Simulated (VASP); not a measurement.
# Ru4Cl in VASP: notebook

Ru4Cl is run at these levels: PBE; tasks: single point.

Everything below comes from runs of VASP 6.6.1. Logs are shortened: lines on timing, memory, paths and dates and some standing lists are left out, and cuts for length are marked.

## (1) The cell of the first run

The cell holds a slab with vacuum, 5 atoms: a = 2.720 Å, b = 2.720 Å, c = 21.866 Å, α = 90.00°, β = 90.00°, γ = 120.00°.

## (2) Single point, PBE

INCAR

```
  PREC = Accurate
  ENCUT = 520
  EDIFF = 1E-6
  ISMEAR = 0
  SIGMA = 0.1
  LREAL = F
  LASPH = T
  NELM = 60
  ALGO = Normal
  ISIF = 2
  LWAVE = F
  LCHARG = F
  LDIPOL = T
  IDIPOL = 3
  DIPOL = 0.5 0.5 0.379
  GGA = PE
  NBANDS = 40
```

KPOINTS

```
Automatic mesh
0
Gamma
  12 12 1
```

POSCAR

```
Ru4Cl
1.0
    2.7197977464      0.0000000000      0.0000000000
   -1.3598988732      2.3554139415      0.0000000000
    0.0000000000      0.0000000000     21.8663388628
Ru Cl
4 1
Direct
    0.6666666667      0.3333333333      0.1829295716
    0.3333333333      0.6666666667      0.2811778378
    0.6666666667      0.3333333333      0.3790816283
    0.3333333333      0.6666666667      0.4740774817
    0.3333333333      0.8333333333      0.5779896953
```

Potentials or basis: VASP PAW PBE potentials, release 64 (Ru_pv, Cl).

The run is started by

```sh
$ cat potpaw_PBE.64/Ru_pv/POTCAR potpaw_PBE.64/Cl/POTCAR > POTCAR
$ mpirun -np 1 vasp_std > vasp.out
```

OUTCAR:

```text
PREC = Accurate
   ENCUT = 520
   EDIFF = 1E-6
   ISMEAR = 0
   LREAL = F
   LASPH = T
   NELM = 60
   ISIF = 2
   GGA = PE

 ion  position               nearest neighbor table
   1  0.667  0.333  0.183-   2 2.66   2 2.66   2 2.66
   2  0.333  0.667  0.281-   3 2.65   3 2.65   3 2.65   1 2.66   1 2.66   1 2.66
   3  0.667  0.333  0.379-   4 2.60   4 2.60   4 2.60   2 2.65   2 2.65   2 2.65
   4  0.333  0.667  0.474-   5 2.32   3 2.60   3 2.60   3 2.60
   5  0.333  0.833  0.578-   4 2.32

  LATTYP: Found a hexagonal cell.
 ALAT       =     2.7197977464
 C/A-ratio  =     8.0396929852

  Lattice vectors:

 A1 = (   2.7197977464,   0.0000000000,   0.0000000000)
 A2 = (  -1.3598988732,   2.3554139415,   0.0000000000)
 A3 = (   0.0000000000,   0.0000000000,  21.8663388628)

Analysis of symmetry for initial positions (statically):
=====================================================================
 Subroutine PRICEL returns:
 Original cell was already a primitive cell.

 Routine SETGRP: Setting up the symmetry group for a
 hexagonal supercell.

 Subroutine GETGRP returns: Found  1 space group operations
 (whereof  1 operations were pure point group operations)
 out of a pool of 24 trial point group operations.

The static configuration has the point symmetry C_1 .

Analysis of symmetry for dynamics (positions and initial velocities):
=====================================================================
 Subroutine PRICEL returns:
 Original cell was already a primitive cell.

 Routine SETGRP: Setting up the symmetry group for a
 hexagonal supercell.

 Subroutine GETGRP returns: Found  1 space group operations
 (whereof  1 operations were pure point group operations)
 out of a pool of 24 trial point group operations.

The dynamic configuration has the point symmetry C_1 .

 Subroutine INISYM returns: Found  1 space group operations
 (whereof  1 operations are pure point group operations),
 and found     1 'primitive' translations

----------------------------------------------------------------------------------------

                                     Primitive cell

  volume of cell :     140.0812

  direct lattice vectors                    reciprocal lattice vectors
     2.719797746  0.000000000  0.000000000     0.367674398  0.212276913  0.000000000
    -1.359898873  2.355413942  0.000000000     0.000000000  0.424553826  0.000000000
     0.000000000  0.000000000 21.866338863     0.000000000  0.000000000  0.045732393

  length of vectors
     2.719797746  2.719797746 21.866338863     0.424553826  0.424553826  0.045732393

  position of ions in fractional coordinates (direct lattice)
     0.666666667  0.333333333  0.182929572
     0.333333333  0.666666667  0.281177838
     0.666666667  0.333333333  0.379081628
     0.333333333  0.666666667  0.474077482
     0.333333333  0.833333333  0.577989695

  ion indices of the primitive-cell ions
   primitive index   ion index
                 1           1
                 2           2
                 3           3
                 4           4
                 5           5

----------------------------------------------------------------------------------------

 KPOINTS: Automatic mesh

Automatic generation of k-mesh.
 Grid dimensions read from file:
 generate k-points for:   12   12    1

 Generating k-lattice:

  Cartesian coordinates                     Fractional coordinates (reciprocal lattice)
     0.030639533  0.017689743  0.000000000     0.083333333 -0.000000000  0.000000000
     0.000000000  0.035379485  0.000000000     0.000000000  0.083333333  0.000000000
     0.000000000  0.000000000  0.045732393     0.000000000  0.000000000  1.000000000

  Length of vectors
     0.035379485  0.035379485  0.045732393

  Shift w.r.t. Gamma in fractional coordinates (k-lattice)
     0.000000000  0.000000000  0.000000000

 Subroutine IBZKPT returns following result:
 ===========================================

 Found     74 irreducible k-points:

 Following reciprocal coordinates:
            Coordinates               Weight
  0.000000  0.000000  0.000000      1.000000
  0.083333  0.000000  0.000000      2.000000
  0.000000  0.083333  0.000000      2.000000
 -0.083333  0.083333  0.000000      2.000000
  0.166667  0.000000  0.000000      2.000000
  0.000000  0.166667  0.000000      2.000000
[... 16 lines left out ...]
  0.166667  0.083333  0.000000      2.000000
 -0.083333  0.250000  0.000000      2.000000
 [... further k-points ...]
   k-points           NKPTS =     74   k-points in BZ     NKDIM =     74   number of bands    NBANDS=     40
   number of dos      NEDOS =    301   number of ions     NIONS =      5
   total plane-waves  NPLWV =  67200
   dimension x,y,z NGX =    20 NGY =   20 NGZ =  168
   dimension x,y,z NGXF=    40 NGYF=   40 NGZF=  336
   ions per type =               4   1
   NGX,Y,Z   is equivalent  to a cutoff of  12.22, 12.22, 12.77 a.u.
   NGXF,Y,Z  is equivalent  to a cutoff of  24.45, 24.45, 25.55 a.u.
 SYSTEM =  unknown system
   PREC   = accura    normal or accurate (medium, high low for compatibility)
   ISTART =      0    job   : 0-new  1-cont  2-samecut
   ICHARG =      2    charge: 1-file 2-atom 10-const
   ISPIN  =      1    spin polarized calculation?
   LNONCOLLINEAR =      F non collinear calculations
   LSORBIT =      F    spin-orbit coupling
   LASPH  =      T    aspherical Exc in radial PAW
   ENCUT  =  520.0 eV  38.22 Ry    6.18 a.u.   5.06  5.06 40.66*2*pi/ulx,y,z
   NELM   =     60;   NELMIN=  2; NELMDL= -5     # of ELM steps
   EDIFF  = 0.1E-05   stopping-criterion for ELM
   LREAL  =      F    real-space projection
   EDIFFG = 0.1E-04   stopping-criterion for IOM
   NSW    =      0    number of steps for IOM
   IBRION =     -1    ionic relax: 0-MD 1-quasi-New 2-CG
   NFREE  =      0    steps in history (QN), initial steepest desc. (CG)
   ISIF   =      2    stress and relaxation
   ISYM   =      2    0-nonsym 1-usesym 2-fastsym
   POTIM  = 0.5000    time-step for ionic-motion
   TEBEG  =    0.0;   TEEND  =   0.0 temperature during run
   PSTRESS=    0.0 pullay stress
   NELECT =      63.0000    total number of electrons
   NUPDOWN=      -1.0000    fix difference up-down
   EMIN   =  10.00;   EMAX   =-10.00  energy-range for DOS
   EFERMI =   0.00;   METHOD = LEGACY
   ISMEAR =     0;   SIGMA  =   0.10  broadening in eV -4-tet -1-fermi 0-gaus
   EFERMI_NEDOS =   21; number of points for ismear=-14 and -15
   IALGO  =     38    algorithm
   IMIX   =      4    mixing-type and parameters
     AMIX     =   0.40;   BMIX     =  1.00
     AMIX_MAG =   1.60;   BMIX_MAG =  1.00
  volume/ion in A,a.u.               =      28.02       189.06
  Fermi-wavevector in a.u.,A,eV,Ry     =   1.254282  2.370248 21.404988  1.573222
  Thomas-Fermi vector in A             =   2.388094
   LORBIT       =      0    0 simple, 1 ext, 2 COOP (PROOUT), +10 PAW based schemes
   GGA     = PE    functional components
   LHFCALC =     F    Hartree Fock is set to
   AEXX    =    0.0000 exact exchange contribution
   IVDW    =     0    specifies the selected vdW correction
   LEPSILON=     F    determine dielectric tensor
   LRPA    =     F    only Hartree local field effects (RPA)
 non-spin polarized calculation
 Gauss-broadening in eV      SIGMA  =   0.10
  energy-cutoff  :      520.00
  volume of cell :      140.08
 maximum number of plane-waves:      3813
   NGX = 11   NGY = 11   NGZ = 81

 dipolmoment           0.000000      0.000000     -0.000645 electrons x Angstroem

 number of electron      63.0000020 magnetization

 dipolmoment           0.000000      0.000000      0.008278 electrons x Angstroem

 Free energy of the ion-electron system (eV)
  ---------------------------------------------------
  ext. energy  EPLUGINS =         0.00000000
  ---------------------------------------------------
  free energy    TOTEN  =       -37.01954908 eV

  energy without entropy =      -36.99813579  energy(sigma->0) =      -37.00884244

 E-fermi :   3.1195     XC(G=0):  -7.4509

 val. band max:        3.1093686370   @ k =   0.3333   0.0833   0.0000
 cond. band min:       3.1199019824   @ k =  -0.0833   0.4167   0.0000
 fundamental gap:      0.0105333454
 Fermi energy:         3.1194654043

 k-point     1 :       0.0000    0.0000    0.0000
  band No.  band energies     occupation
      1     -40.4661      2.00000
      2     -40.0745      2.00000
      3     -39.6541      2.00000
      4     -39.6473      2.00000
      5     -39.6309      2.00000
      6     -39.5609      2.00000
[... 32 lines left out ...]
     39       4.4119      0.00000
     40       4.6227      0.00000

 k-point     2 :       0.0833    0.0000    0.0000
  band No.  band energies     occupation
      1     -40.4485      2.00000
      2     -40.0749      2.00000
      3     -39.7008      2.00000
      4     -39.6686      2.00000
      5     -39.6620      2.00000
      6     -39.5774      2.00000
[... 32 lines left out ...]
     39       4.4932      0.00000
     40       5.4612      0.00000

 k-point     3 :       0.0000    0.0833    0.0000
  band No.  band energies     occupation
      1     -40.4486      2.00000
      2     -40.0749      2.00000
      3     -39.7028      2.00000
      4     -39.6681      2.00000
      5     -39.6629      2.00000
      6     -39.5716      2.00000
[... 32 lines left out ...]
     39       4.5609      0.00000
     40       5.4573      0.00000

 k-point     4 :      -0.0833    0.0833    0.0000
  band No.  band energies     occupation
      1     -40.4484      2.00000
      2     -40.0750      2.00000
      3     -39.7067      2.00000
      4     -39.6658      2.00000
      5     -39.6603      2.00000
      6     -39.5732      2.00000
[... 32 lines left out ...]
     39       4.5461      0.00000
     40       5.4591      0.00000
[... 772 lines left out ...]
     39       4.8533      0.00000
     40       6.4251      0.00000

 k-point    23 :       0.1667    0.0833    0.0000
  band No.  band energies     occupation
      1     -40.3594      2.00000
      2     -40.1204      2.00000
      3     -39.9293      2.00000
      4     -39.8137      2.00000
      5     -39.7557      2.00000
      6     -39.6720      2.00000
[... 32 lines left out ...]
     39       5.4837      0.00000
     40       7.5478      0.00000

 k-point    24 :      -0.0833    0.2500    0.0000
  band No.  band energies     occupation
      1     -40.3599      2.00000
      2     -40.1209      2.00000
      3     -39.9340      2.00000
      4     -39.8218      2.00000
      5     -39.7471      2.00000
      6     -39.6691      2.00000
[... 32 lines left out ...]
     39       5.4980      0.00000
     40       7.5383      0.00000

 [... further k-points ...]

------------------------ aborting loop because EDIFF is reached ----------------------------------------

 vacuum level on the upper side and lower side of the slab       (xc-potential included)         0.103        -0.125

  FORCE on cell =-STRESS in cart. coord.  units (eV):
  Direction    XX          YY          ZZ          XY          YZ          ZX
  --------------------------------------------------------------------------------------
  -------------------------------------------------------------------------------------
  Total        1.8849274      1.9530280     -1.0093945      0.1953744     -0.9918324      0.5507989
  in kB       21.5588352     22.3377350    -11.5449372      2.2345921    -11.3440710      6.2997559
  external PRESSURE =      10.7838777 kB  Pullay stress =       0.0000000 kB

 VOLUME and BASIS-vectors are now :
 -----------------------------------------------------------------------------
  energy-cutoff  :      520.00
  volume of cell :      140.08
      direct lattice vectors                 reciprocal lattice vectors
     2.719797746  0.000000000  0.000000000     0.367674398  0.212276913  0.000000000
    -1.359898873  2.355413942  0.000000000     0.000000000  0.424553826  0.000000000
     0.000000000  0.000000000 21.866338863     0.000000000  0.000000000  0.045732393

 POSITION                                       TOTAL-FORCE (eV/Angst)
 -----------------------------------------------------------------------------------
      1.35990      0.78514      4.00000         0.017305      0.002774      0.557482
     -0.00000      1.57028      6.14833        -0.015932      0.006761     -0.574261
      1.35990      0.78514      8.28913         0.048760     -0.165894     -0.090346
     -0.00000      1.57028     10.36634        -0.355759      0.723873      0.108570
     -0.22665      1.96284     12.63852         0.305625     -0.567513     -0.001445
 -----------------------------------------------------------------------------------
    total drift:                               -0.000159      0.000187      0.001160

  FREE ENERGIE OF THE ION-ELECTRON SYSTEM (eV)
  ---------------------------------------------------
  free  energy   TOTEN  =       -37.0195490840 eV

  energy  without entropy=      -36.9981357943  energy(sigma->0) =      -37.00884244

 vacuum level on the upper side and lower side of the slab         8.407         8.172
```

It took 28 min on 1 thread of Intel Xeon 8259CL, shared host; peak memory 0.45 GiB.

What came out:

```
Free energy            : -37.0195 eV
Largest force          : 0.814 eV/Å
Band gap on the k mesh : zero (an odd number of electrons rules out a gap without spin polarisation)
```

Forces on the atoms (eV/Å):
```
Ru   0.017  0.003  0.557
Ru  -0.016  0.007 -0.574
Ru   0.049 -0.166 -0.090
Ru  -0.356  0.724  0.109
Cl   0.306 -0.568 -0.001
```

## (3) Single point, PBE

INCAR

```
ALGO = Normal
DIPOL = 0.5 0.5 0.378
EDIFF = 1E-7
ENCUT = 520
GGA = PE
IDIPOL = 3
ISIF = 2
ISMEAR = 0
LASPH = True
LCHARG = False
LDIPOL = True
LREAL = False
LWAVE = False
NBANDS = 40
NELM = 100
PREC = Accurate
SIGMA = 0.1
```

KPOINTS

```
k-points
0
Gamma
  12 12 1
```

Edit POSCAR of step 2 so:

```diff
@@ -12,2 +12,2 @@
     0.3333333333      0.6666666667      0.4740774817
-    0.3333333333      0.8333333333      0.5779896953
+    0.5000000000      1.3333333333      0.5716413784
```

Potentials or basis: VASP PAW PBE potentials, release 64 (Ru_pv, Cl).

The run is started by

```sh
$ cat potpaw_PBE.64/Ru_pv/POTCAR potpaw_PBE.64/Cl/POTCAR > POTCAR
$ mpirun -np 1 vasp_std > vasp.out
```

Run time: 26 min. Hardware: 1 thread of Intel Xeon 8259CL, shared host; peak memory 0.46 GiB.

The run converged. Its results:

| Quantity | Value |
| --- | --- |
| Free energy | -36.7444 eV |
| Largest force | 0.575 eV/Å |
| Band gap on the k mesh | zero (an odd number of electrons rules out a gap without spin polarisation) |

Forces on the atoms (eV/Å):
```
Ru  -0.031 -0.017  0.564
Ru   0.129  0.017 -0.560
Ru  -0.184  0.083 -0.205
Ru   0.007 -0.027  0.212
Cl   0.079 -0.055 -0.011
```

Levels at points of the mesh, in eV from the Fermi level:
| k point | band 29 | band 30 | band 31 | band 32 | band 33 | band 34 |
| --- | --- | --- | --- | --- | --- | --- |
| (0.00, 0.00, 0.00) | -1.14 | -1.07 | -0.92 | -0.24 | 0.06 | 0.55 |
| (0.50, 0.00, 0.00) | 0.22 | 0.41 | 1.24 | 1.37 | 1.41 | 1.57 |
| (0.00, 0.50, 0.00) | 0.07 | 0.67 | 1.15 | 1.32 | 1.38 | 1.57 |
| (0.50, 0.50, 0.00) | 0.21 | 0.76 | 1.09 | 1.34 | 1.38 | 1.57 |

## (4) Single point, PBE

INCAR

```
SYSTEM = Ru4Cl
PREC = Accurate
ENCUT = 520
EDIFF = 1E-7
ISMEAR = 0
SIGMA = 0.1
LREAL = .FALSE.
LASPH = .TRUE.
NELM = 60
ALGO = Normal
ISIF = 2
LWAVE = .FALSE.
LCHARG = .FALSE.
LDIPOL = .TRUE.
IDIPOL = 3
DIPOL = 0.5 0.5 0.378
GGA = PE
NBANDS = 40
```

KPOINTS

```
regular mesh
0
G
  12 12 1
  0 0 0
```

Edit POSCAR of step 3 so:

```diff
@@ -12,2 +12,2 @@
     0.3333333333      0.6666666667      0.4740774817
-    0.5000000000      1.3333333333      0.5716413784
+    0.8333333333      1.0000000000      0.5707890459
```

The run is started by

```sh
$ cat potpaw_PBE.64/Ru_pv/POTCAR potpaw_PBE.64/Cl/POTCAR > POTCAR
$ mpirun -np 1 vasp_std > vasp.out
```

Run time: 27 min. Hardware: 1 thread of Intel Xeon 8259CL, shared host; peak memory 0.46 GiB.

Results (log left out):

| Property | Result |
| --- | --- |
| Free energy | -36.7762 eV |
| Largest force | 0.589 eV/Å |
| Band gap on the k mesh | zero (an odd number of electrons rules out a gap without spin polarisation) |

Forces in eV/Å, atoms in the order of the input:
```
Ru   0.005 -0.003  0.528
Ru  -0.054  0.020 -0.587
Ru  -0.076 -0.085 -0.010
Ru  -0.013 -0.023  0.083
Cl   0.137  0.092 -0.014
```

Levels at points of the mesh, in eV from the Fermi level:
```csv
k point,band 27,band 28,band 29,band 30,band 31,band 32,band 33,band 34,band 35,band 36
"(0.00, 0.00, 0.00)",-1.90,-1.89,-1.13,-0.99,-0.94,-0.27,0.04,0.46,0.76,0.82
"(0.50, 0.00, 0.00)",-1.01,-0.86,0.23,0.86,1.07,1.33,1.39,1.58,1.71,2.03
"(0.00, 0.50, 0.00)",-0.99,-0.62,0.11,0.57,1.20,1.35,1.39,1.58,1.70,2.03
"(0.50, 0.50, 0.00)",-1.02,-0.64,0.26,0.27,1.29,1.37,1.44,1.58,1.72,2.03
```

## (5) Overview

```tsv
cell	gap on the mesh (eV)	largest force (eV/Å)
as given, atomic positions A	none	0.81
as given, atomic positions B	none	0.58
as given, atomic positions C	none	0.59
```

Alike in all rows: task single point; level PBE; potentials or basis VASP PAW PBE potentials, release 64 (Ru_pv, Cl); no spin polarisation; k mesh 12 × 12 × 1; cutoff (eV) 520; smearing gaussian 0.1 eV.

Absolute energies hang on the potentials; compare differences alone.
